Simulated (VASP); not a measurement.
# H4CO in VASP: a series of runs, part 2 of 3

VASP 6.6.1. The steps go on from the part before.

**4. Single point, PBE+D3(BJ)**

The input, INCAR:

```
ALGO = Normal
EDIFF = 1E-6
ENCUT = 520
GGA = PE
GGA_COMPAT = False
ISIF = 2
ISMEAR = -1
IVDW = 12
LASPH = True
LCHARG = True
LELF = True
LREAL = Auto
LVHAR = True
LWAVE = False
NBANDS = 66
NELM = 120
PREC = Accurate
SIGMA = 0.05
```

The input, KPOINTS:

```
k-points
0
Gamma
  1 1 1
```

The input, POSCAR:

```
H4CO
1.0
    6.8512850000      0.0000000000      0.0000000000
    0.0000000000      6.8512850000      0.0000000000
    0.0000000000      0.0000000000      6.8512850000
C O H
6 6 24
Direct
    0.1161387973      0.7222148838      0.7505891231
    0.6195042244      0.3581955794      0.5687692163
    0.1977147353      0.5783002751      0.2520403107
    0.5745783455      0.3493359275      1.0454973045
    0.9916387948      0.1135699362      0.2418524408
    0.5788549155      0.8735733516      0.6982923641
   -0.0238349448      0.7117059063      0.9015243126
    0.8147814607      0.3643550079      0.6440543635
    0.0370733373      0.6975917656      0.2850268234
    0.4423549743      0.2236514756      0.9297088065
    1.1871933513      0.0353072453      0.2320440618
    0.7518735536      0.9713652256      0.7589817093
    0.2285264735      0.6153882082      0.7897058727
   -0.1262536882      0.8032069896      0.8593278487
    0.0584853790      0.6829959635      0.5950270643
    0.2085156288      0.8486437216      0.7547927141
    0.5990263140      0.2436623203      0.4492441929
    0.8305157354      0.4874851944      0.7190913821
    0.5219020957      0.3405200630      0.6929648964
    0.5936112715      0.4995997101      0.5080652753
    0.1954961733      0.4338018343      0.3470151950
   -0.0112679592      0.6917680406      0.1503805491
    0.2126900282      0.5205154945      0.1008569925
    0.3409287455      0.6484622958      0.2814654477
    0.5314039629      0.3496424393      1.2050294215
    0.3508246993      0.1616047209      1.0209471654
    0.7197335974      0.2833774978      1.0160721675
    0.5642007302      0.4803770388      0.9623742116
    0.9870849045      0.2678767560      0.1851477497
    1.1735316806     -0.0857065499      0.2974186594
    0.9009258847      0.0122166864      0.1519714915
    0.9313435363      0.1178319104      0.3928606094
    0.6140891818      0.7995872307      0.5568736376
    0.7591276673      1.1229280347      0.7559019950
    0.5401468484      0.7672575291      0.8134094553
    0.4761442562      0.9901062355      0.6858275491
```

The run is started by

```console
$ cat potpaw_PBE.64/C/POTCAR potpaw_PBE.64/O/POTCAR potpaw_PBE.64/H/POTCAR > POTCAR
$ mpirun -np 1 vasp_gam > vasp.out
```

It took 1.9 min on 1 thread of Intel Xeon 8259CL, shared host; peak memory 0.36 GiB.

The run converged. Its results:

```
Free energy                : -182.4158 eV
Pressure                   : 0.6 GPa
Largest force              : 3.982 eV/Å
Band gap on the k mesh     : 5.11 eV
Dispersion energy per atom : -0.043 eV
```

Forces in eV/Å, atoms in the order of the input:
```
C    0.794 -1.715 -1.105
C   -0.059 -0.144 -0.562
C    2.100 -3.178  1.160
C   -0.558 -2.272 -0.351
C   -0.326 -0.009 -0.299
C    1.161  0.370 -0.308
O   -0.369 -0.770 -0.104
O    0.598 -0.253  0.399
O   -0.221 -0.475  0.261
O   -0.302  0.120  1.198
O    0.195  2.835 -0.492
O    1.238  1.319  0.484
H   -0.067 -0.751 -0.217
H   -0.327  1.046  0.134
H    0.368  0.702  1.583
H   -0.364  1.357 -0.246
H    0.487  0.723  1.309
H    0.019 -0.680 -0.199
H   -0.625 -0.470 -0.471
H   -0.517  0.711 -0.840
H   -0.063  1.676 -0.799
H   -0.922  0.876 -0.801
H   -0.426  0.395  0.172
H   -0.253  0.179  0.163
H    0.435  0.354 -1.335
H   -0.022 -0.199  0.058
H   -0.119  0.462  0.734
H    0.200  1.533  0.433
H    0.227 -1.014  0.125
H   -0.171 -1.696  0.527
H   -0.137  0.755  0.192
H    0.395 -0.065 -0.333
H   -0.508  0.181  0.394
H   -0.354 -2.038 -0.273
H   -0.186  0.156 -0.307
H   -1.323 -0.021 -0.285
```

Stress tensor (GPa, compression positive):
```
 3.07 -1.84  0.94
-1.84  0.54 -2.04
 0.94 -2.04 -1.86
```

Levels at points of the mesh, in eV from the valence-band top:
```
           k point  band 38  band 39  band 40  band 41  band 42  band 43  band 44  band 45  band 46  band 47
(0.00, 0.00, 0.00)    -0.67    -0.46    -0.32    -0.24     0.00     5.11     6.02     6.27     6.86     7.28
```

Caveat: the k points lie up to 0.92 Å⁻¹ apart.

**5. Single point, PBE+D3(BJ)**

The input, INCAR:

```
SYSTEM = H4CO
PREC = Accurate
ENCUT = 520
EDIFF = 1E-6
ISMEAR = -1
SIGMA = 0.05
LREAL = Auto
LASPH = .TRUE.
NELM = 120
ALGO = Normal
ISIF = 2
LWAVE = .FALSE.
LCHARG = .TRUE.
GGA = PE
IVDW = 12
LELF = .TRUE.
LVHAR = .TRUE.
NBANDS = 66
GGA_COMPAT = .FALSE.
```

The input, KPOINTS:

```
regular mesh
0
G
  1 1 1
  0 0 0
```

The input, POSCAR:

```
H4CO
1.0
    6.8512850000      0.0000000000      0.0000000000
    0.0000000000      6.8512850000      0.0000000000
    0.0000000000      0.0000000000      6.8512850000
C O H
6 6 24
Direct
    0.1209116246      0.7151505156      0.7529536430
    0.6294001782      0.3697408588      0.5440147359
    0.2084718414      0.5622740844      0.2640234642
    0.5673826151      0.3452636987      1.0499782158
    0.9956672361      0.1288663368      0.2435163623
    0.5840364253      0.8859068043      0.6893451374
   -0.0288121133      0.7018099524      0.8962406322
    0.8060531710      0.3576263431      0.6535270391
    0.0430284246      0.6844701395      0.2751454654
    0.4279927050      0.2244542447      0.9487563282
    1.1921121366      0.0527638246      0.2285848567
    0.7551284175      0.9721679948      0.7639296862
    0.2032319485      0.5830293149      0.7851081950
   -0.1303988960      0.7925082667      0.8543798718
    0.0607915158      0.7041452808      0.5929398646
    0.1903438552      0.8567881792      0.7629371716
    0.6043683776      0.2343210069      0.4496382795
    0.7890782532      0.4532872301      0.7552159923
    0.4964762085      0.3732000639      0.6366396961
    0.6298672439      0.5004608625      0.4567756268
    0.1973352444      0.4360641836      0.3810672013
   -0.0309576963      0.6835506040      0.1540732870
    0.2084134582      0.5047666241      0.1125774216
    0.3412060657      0.6511041359      0.2906462072
    0.5547134589      0.3787318729      1.2114223828
    0.3445485044      0.1477387089      1.0370025477
    0.7224484166      0.2942367746      1.0279385546
    0.5626389794      0.4976000852      0.9975646904
    0.9913176871      0.2804875290      0.1840238729
    1.1578849807     -0.0895452459      0.2587105922
    0.8964887609      0.0418607604      0.1457098924
    0.9419838760      0.1209991994      0.3965241557
    0.5921079038      0.8276403624      0.5351404882
    0.7790363414      1.0965388245      0.7090932577
    0.5381910109      0.7634772163      0.7853709195
    0.4535499545      0.9767510766      0.6929357048
```

The run is started by

```console
$ cat potpaw_PBE.64/C/POTCAR potpaw_PBE.64/O/POTCAR potpaw_PBE.64/H/POTCAR > POTCAR
$ mpirun -np 1 vasp_gam > vasp.out
```

It took 1.7 min on 1 thread of Intel Xeon 8259CL, shared host; peak memory 0.37 GiB.

Results (log left out):

```
Free energy                : -183.1587 eV
Pressure                   : -0.3 GPa
Largest force              : 2.100 eV/Å
Band gap on the k mesh     : 5.12 eV
Dispersion energy per atom : -0.043 eV
```

Forces in eV/Å, atoms in the order of the input:
```
C   -1.257 -0.674 -1.542
C   -1.080 -1.371 -0.309
C   -0.143 -1.366  0.415
C    0.672  0.317  0.504
C   -0.358  0.130 -0.775
C   -1.098 -0.985 -0.591
O   -0.560 -0.895  0.253
O   -0.335 -0.693 -0.471
O   -0.223  0.954  1.810
O    0.649  0.914  0.300
O   -0.964 -0.879  0.474
O   -0.707 -1.875  0.528
H    0.984  0.198 -0.350
H   -0.196  0.894 -0.028
H    0.360 -0.010  1.637
H    0.720  0.111  0.182
H    0.700  1.063  0.666
H    0.476  0.431  0.737
H    0.300  0.020  0.128
H    0.048  0.458 -0.665
H    0.247  1.408 -1.502
H    0.211 -0.125 -1.073
H    0.510 -0.285  0.479
H   -0.101 -0.294 -0.022
H   -0.516 -1.093 -0.965
H    0.014  0.064  0.576
H   -0.901 -0.008  0.007
H   -0.157 -0.047 -0.614
H    0.141 -0.534  0.544
H    0.585  0.566 -0.369
H    0.300  0.300  0.506
H    0.178  0.242 -0.438
H    0.452  0.275  0.621
H    0.394  1.978 -0.560
H    0.544  0.104 -0.185
H    0.110  0.708  0.090
```

Stress tensor (GPa, compression positive):
```
 0.24 -2.63 -0.70
-2.63 -0.18 -0.50
-0.70 -0.50 -1.08
```

Levels at points of the mesh, in eV from the valence-band top:
```
           k point  band 39  band 40  band 41  band 42  band 43  band 44  band 45  band 46
(0.00, 0.00, 0.00)    -0.44    -0.23    -0.18     0.00     5.12     6.29     6.39     7.03
```

Caveat: the k points lie up to 0.92 Å⁻¹ apart; the atoms stand as in a frame of molecular dynamics.

**6. Single point, PBE+D3(BJ)**

The input, INCAR:

```
SYSTEM = H4CO
  ALGO = Normal
  EDIFF = 1E-6
  ENCUT = 520
  GGA = PE
  GGA_COMPAT = .False.
  ISIF = 2
  ISMEAR = -1
  IVDW = 12
  LASPH = .True.
  LCHARG = .False.
  LREAL = Auto
  LWAVE = .False.
  NBANDS = 66
  NELM = 120
  PREC = Accurate
  SIGMA = 0.05
```

The input, KPOINTS:

```
k-points
0
Gamma
  1 1 1
  0 0 0
```

The input, POSCAR:

```
H4CO
1.0
    6.8512850000      0.0000000000      0.0000000000
    0.0000000000      6.8512850000      0.0000000000
    0.0000000000      0.0000000000      6.8512850000
C O H
6 6 24
Direct
    0.1202402177      0.6938552403      0.7577410661
    0.6538043593      0.3878542492      0.5186180403
    0.2234617302      0.5495027575      0.2841072879
    0.5573261074      0.3435413941      1.0516421372
    0.9969078793      0.1529786018      0.2460706276
    0.5877291632      0.9121354607      0.6663275575
   -0.0426927211      0.6700494871      0.8844618199
    0.7838529561      0.3392648240      0.6729978391
    0.0653016186      0.6799308451      0.2599220438
    0.3977793947      0.2358097787      0.9648409021
    1.1886091441      0.0638274426      0.2281177910
    0.7545737770      0.9739778742      0.7736212988
    0.2150253566      0.5630476619      0.7639588778
   -0.1322963502      0.7782919555      0.8507017297
    0.0641631460      0.7090640661      0.5988803560
    0.2221335122      0.8091474811      0.7975292226
    0.6338956853      0.2538209985      0.4261828256
    0.8331137881      0.4619133491      0.7345629324
    0.5164286700      0.4445297488      0.5818470550
    0.7208720700      0.4931629614      0.4208699536
    0.1962989425      0.4474197176      0.4191914364
    0.0243166063      0.6531767398      0.1173356531
    0.2529014630      0.4495215131      0.1573865341
    0.3589545611      0.6329907455      0.3085406606
    0.5438979695      0.3546196079      1.2149399711
    0.3369148999      0.1511395308      1.0682083726
    0.7023499971      0.2746929955      1.0109198493
    0.5510645083      0.4862883386      0.9778603576
    0.9991410370      0.3073146132      0.1993640609
    1.1613587816     -0.0809483185      0.2526095470
    0.8867241693      0.0683959286      0.1591964135
    0.9538940505      0.1541900534      0.4035885239
    0.6166872346      0.9283368011      0.5032778523
    0.7641048358      1.1141705534      0.7812549033
    0.5756584349      0.7533477297      0.6990221542
    0.4598991284      0.9955066823      0.7144061297
```

Potentials or basis: VASP PAW PBE potentials, release 64 (C, O, H).

The run is started by

```console
$ cat potpaw_PBE.64/C/POTCAR potpaw_PBE.64/O/POTCAR potpaw_PBE.64/H/POTCAR > POTCAR
$ mpirun -np 1 vasp_gam > vasp.out
```

OUTCAR:

```text
SYSTEM = H4CO
   EDIFF = 1E-6
   ENCUT = 520
   GGA = PE
   ISIF = 2
   ISMEAR = -1
   IVDW = 12
   LASPH = .True.
   LREAL = Auto
   NELM = 120
   PREC = Accurate
 IVDW          = 12

 ion  position               nearest neighbor table
   1  0.120  0.694  0.758-  16 1.09  13 1.11  15 1.16   7 1.42
   2  0.654  0.388  0.519-  20 1.09  19 1.11  17 1.12   8 1.42
   3  0.223  0.550  0.284-  24 1.10  23 1.12  21 1.17   9 1.41
   4  0.557  0.344  0.052-  28 1.10  25 1.13  27 1.13  10 1.45
   5  0.997  0.153  0.246-  29 1.10  32 1.12  31 1.12  11 1.45
[... 334 lines left out ...]
  Total       0.10570    -1.22360    -5.24511    -0.71061    -0.88026     0.22291
  in kB       0.52658    -6.09587   -26.13057    -3.54021    -4.38538     1.11054
  external pressure =      -10.57 kB  Pullay stress =        0.00 kB

 VOLUME and BASIS-vectors are now :
 -----------------------------------------------------------------------------
  energy-cutoff  :      520.00
  volume of cell :      321.60
      direct lattice vectors                 reciprocal lattice vectors
     6.851285000  0.000000000  0.000000000     0.145958021  0.000000000  0.000000000
     0.000000000  6.851285000  0.000000000     0.000000000  0.145958021  0.000000000
     0.000000000  0.000000000  6.851285000     0.000000000  0.000000000  0.145958021

 POSITION                                       TOTAL-FORCE (eV/Angst)
 -----------------------------------------------------------------------------------
      0.82380      4.75380      5.19150         0.251486     -0.733397     -1.925693
      4.47940      2.65730      3.55320        -0.005919     -0.738260     -0.098877
      1.53100      3.76480      1.94650         0.821600     -1.643782      1.540888
      3.81840      2.35370      0.35381         0.139878     -0.709209     -0.633199
      6.83010      1.04810      1.68590        -0.244404     -0.500789      0.482037
      4.02670      6.24930      4.56520         0.640568     -0.321441     -0.746602
[... 28 lines left out ...]
      3.94400      5.16140      4.78920        -0.367834      0.529219     -0.153578
      3.15090      6.82050      4.89460        -0.170326     -0.122283     -0.178900
 -----------------------------------------------------------------------------------
    total drift:                                0.004057      0.000128      0.011583

  FREE ENERGIE OF THE ION-ELECTRON SYSTEM (eV)
  ---------------------------------------------------
  free  energy   TOTEN  =      -183.6359344439 eV

  energy  without entropy=     -183.6359344438  energy(sigma->0) =     -183.63593444
```

stdout:

```text
POSCAR found type information on POSCAR C O H
 POSCAR found :  3 types and      36 ions
 scaLAPACK will be used
 LDA part: xc-table for (Slater+PW92), standard interpolation
 POSCAR, INCAR and KPOINTS ok, starting setup
 FFT: planning ... GRIDC
 FFT: planning ... GRID_SOFT
 FFT: planning ... GRID
 WAVECAR not read
 entering main loop
```

It took 97 s on 1 thread of Intel Xeon 8259CL, shared host; peak memory 0.35 GiB.

What came out:

```yaml
Free_energy: -183.6359 eV
Pressure: -1.1 GPa
Largest_force: 2.398 eV/Å
Band_gap_on_the_k_mesh: 4.80 eV
Dispersion_energy_per_atom: -0.043 eV
```

Forces in eV/Å, atoms in the order of the input:
```
C    0.251 -0.733 -1.926
C   -0.006 -0.738 -0.099
C    0.822 -1.644  1.541
C    0.140 -0.709 -0.633
C   -0.244 -0.501  0.482
C    0.641 -0.321 -0.747
O    0.338 -0.761  0.149
O    0.686  0.743  0.402
O   -0.458 -0.177 -1.416
O    0.443 -0.020  0.436
O   -0.907 -0.730  0.437
O    0.131 -1.652  0.412
H   -0.512 -0.195  0.051
H   -0.170  0.856  0.254
H    0.696  0.135  1.393
H   -0.394  0.717  0.117
H   -0.166  0.585  0.927
H   -0.178 -0.601 -0.033
H   -0.049 -0.248 -0.461
H    0.078  0.536 -0.169
H    0.401  1.120 -1.414
H   -0.319  0.869  0.825
H   -0.543  0.682  0.401
H    0.015 -0.066  0.163
H    0.063  0.077 -1.219
H   -0.023  0.222 -0.353
H   -0.879  0.434  0.529
H    0.278  0.212  0.479
H    0.133 -0.517 -0.182
H    0.140  0.652 -0.282
H    0.452  0.425  0.326
H    0.069 -0.090 -0.523
H   -0.414 -0.083  0.874
H    0.026  1.114 -0.412
H   -0.368  0.529 -0.154
H   -0.170 -0.122 -0.179
```

Levels at points of the mesh, in eV from the valence-band top:
| k point | band 39 | band 40 | band 41 | band 42 | band 43 | band 44 | band 45 | band 46 |
| --- | --- | --- | --- | --- | --- | --- | --- | --- |
| (0.00, 0.00, 0.00) | -0.64 | -0.59 | -0.45 | 0.00 | 4.80 | 6.01 | 6.32 | 6.54 |

Caveat: the k points lie up to 0.92 Å⁻¹ apart; the atoms stand as in a frame of molecular dynamics.

[end of part 2 of 3]
